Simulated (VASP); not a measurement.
# MgO: single point with r2SCAN

The system is MgO.

```xyz
2
Lattice="-0.8967 1.7934 1.7934 1.7934 -0.8967 1.7934 1.7934 1.7934 -0.8967" Properties=species:S:1:pos:R:3 pbc="T T T"
Mg    0.0000    0.0000    0.0000
O     1.3451    1.3451    1.3451
```

This cell differs from its parent crystal: ratio of the length along [111] to the lengths across it x 0.5, volume and fractional coordinates fixed.

| Property | Result |
| --- | --- |
| Program | VASP 6.6.1 |
| Task | single point |
| Functional | r2SCAN |
| Potentials or basis | VASP PAW PBE potentials, release 64 (Mg, O) |
| Cutoff | 520 eV |
| k mesh | 10 × 10 × 10 |
| Occupations | gaussian, width 0.05 eV |
| Spin | no spin polarisation |

- Pressure: -11.2 GPa
- Band gap on the k mesh: 2.76 eV, indirect (least direct gap 3.73 eV)

Levels at points of the mesh, in eV from the valence-band top:
```csv
k point,band 1,band 2,band 3,band 4,band 5,band 6,band 7,band 8,band 9
"(0.00, 0.00, 0.00)",-19.08,-0.97,-0.97,-0.97,2.76,11.29,11.29,20.62,20.62
"(0.50, 0.00, 0.00)",-18.03,-6.15,-0.53,-0.53,7.35,9.80,15.35,18.13,18.39
"(0.50, 0.50, 0.00)",-17.26,-4.48,-4.48,0.00,5.58,12.62,12.62,13.82,19.89
"(0.50, 0.50, 0.50)",-16.52,-3.44,-3.44,-3.44,8.06,8.06,8.06,16.53,19.40
```

Run time: 27 s on 1 thread of Intel(R) Xeon(R) Platinum 8559C (Emerald Rapids) (shared host), peak memory 0.13 GiB.

Caveat: the PAW data sets were made with another functional, which shifts forces and pressure a little. A k mesh can miss the band edges.
